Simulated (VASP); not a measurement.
MgO: single point with PBE

The system is MgO.

```xyz
2
Lattice="2.9380 0.0000 0.0000 -1.4690 2.5444 0.0000 0.0000 0.0000 2.6797" Properties=species:S:1:pos:R:3 pbc="T T T"
Mg    0.0000    0.0000    0.0000
O     0.0000    1.6963    1.3398
```

```yaml
Program: VASP 6.6.1
Task: single point
Functional: PBE
Potentials_or_basis: VASP PAW PBE potentials, release 64 (Mg, O)
Cutoff: 520 eV
k_mesh: 10 × 10 × 10
Occupations: gaussian, width 0.1 eV
Spin: no spin polarisation
Dipole_correction: no
Further_INCAR_settings: ALGO = Normal; EDIFF = 1e-07; NBANDS = 11
```

```json
{
 "Pressure": "-0.7 GPa",
 "Band gap on the k mesh": "3.01 eV, indirect (least direct gap 3.40 eV)"
}
```

Levels at points of the mesh, in eV from the valence-band top:
| k point | band 1 | band 2 | band 3 | band 4 | band 5 | band 6 | band 7 | band 8 | band 9 |
| --- | --- | --- | --- | --- | --- | --- | --- | --- | --- |
| (0.00, 0.00, 0.00) | -17.43 | -0.60 | -0.60 | -0.39 | 3.01 | 11.88 | 15.57 | 15.57 | 19.83 |
| (0.50, 0.00, 0.00) | -16.39 | -4.87 | -1.31 | -0.04 | 6.60 | 10.54 | 13.09 | 17.80 | 18.87 |
| (0.00, 0.00, 0.50) | -16.36 | -5.34 | -0.09 | -0.09 | 8.28 | 9.01 | 17.56 | 17.56 | 18.51 |
| (0.50, 0.00, 0.50) | -15.64 | -3.70 | -3.34 | -0.82 | 5.83 | 11.42 | 13.97 | 14.86 | 15.21 |

Run time: 10 s on 1 thread of Intel Xeon 6975P-C, on a shared host, peak memory 0.15 GiB.

A k mesh can miss the band edges. As with any semilocal functional, this PBE gap is likely too small.
